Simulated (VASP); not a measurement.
HfSi3O2:

```
Hf Si O
1.0
     1.82500  -11.90000    0.00000
     1.82500   11.90000    0.00000
     0.00000    0.00000    3.65000
Hf Si O
2 6 4
Direct
  0.15800 0.84200 0.25000
  0.84200 0.15800 0.75000
  0.25000 0.75000 0.75000
  0.75000 0.25000 0.25000
  0.54000 0.46000 0.25000
  0.04000 0.96000 0.75000
  0.46000 0.54000 0.75000
  0.96000 0.04000 0.25000
  0.61200 0.38800 0.25000
  0.11200 0.88800 0.75000
  0.38800 0.61200 0.75000
  0.88800 0.11200 0.25000
```

* Program: VASP 6.6.1
* Task: relaxation of cell and atoms
* Functional: PBE
* Potentials or basis: VASP PAW PBE potentials, release 64 (Hf_pv, Si, O)
* Cutoff: 600 eV
* k mesh: 5 × 5 × 5
* Occupations: gaussian, width 0.2 eV
* Spin: no spin polarisation

At the start: pressure 6.5 GPa; volume 13.21 Å³/atom.

Question: Where does the relaxation end?

Answer: Over 18 steps the energy falls by 81.4 meV/atom and the volume is 14.36 Å³/atom (+8.7 %); space group Cmcm (No. 63, to 0.1 Å) before and after.

The path:
```csv
step,energy change (eV),largest force (eV/Å),pressure (GPa),volume (Å³)
1,0.0000,1.8279,6.46,158.54
2,-0.5362,0.6762,-2.65,171.06
3,-0.5363,0.6803,-2.74,171.20
4,-0.5960,0.8874,2.21,168.34
5,-0.6218,0.3561,0.35,169.36
6,-0.6560,0.3346,0.33,169.66
7,-0.7563,0.5971,0.27,170.57
8,-0.8364,0.9288,0.01,172.38
9,-0.8488,0.9138,-0.04,172.52
10,-0.8795,0.8602,-0.10,172.93
11,-0.8953,0.7091,0.01,173.76
12,-0.8984,0.7606,-0.05,173.51
13,-0.9150,0.6622,-0.09,173.45
14,-0.9521,0.3589,-0.19,173.25
15,-0.9672,0.3188,-0.29,172.86
16,-0.9713,0.1437,-0.27,172.99
17,-0.9751,0.0933,-0.14,172.70
18,-0.9766,0.0653,0.02,172.38
```

Final structure:
```cif
data_structure
_symmetry_space_group_name_H-M 'P 1'
_symmetry_Int_Tables_number 1
_cell_length_a 12.4941
_cell_length_b 12.4941
_cell_length_c 3.7350
_cell_angle_alpha 90.000
_cell_angle_beta 90.000
_cell_angle_gamma 162.804
_cell_volume 172.38
loop_
_atom_site_label
_atom_site_type_symbol
_atom_site_fract_x
_atom_site_fract_y
_atom_site_fract_z
_atom_site_occupancy
Hf1 Hf 0.15852 0.84148 0.25000 1
Hf2 Hf 0.84148 0.15852 0.75000 1
Si1 Si 0.24969 0.75031 0.75000 1
Si2 Si 0.75031 0.24969 0.25000 1
Si3 Si 0.54919 0.45081 0.25000 1
Si4 Si 0.04927 0.95073 0.75000 1
Si5 Si 0.45081 0.54919 0.75000 1
Si6 Si 0.95073 0.04927 0.25000 1
O1 O 0.62055 0.37945 0.25000 1
O2 O 0.12071 0.87929 0.75000 1
O3 O 0.37945 0.62055 0.75000 1
O4 O 0.87929 0.12071 0.25000 1
```

Caveat: the relaxation stopped at a loose force limit of 0.08 eV/Å, so its end isn't a converged minimum.
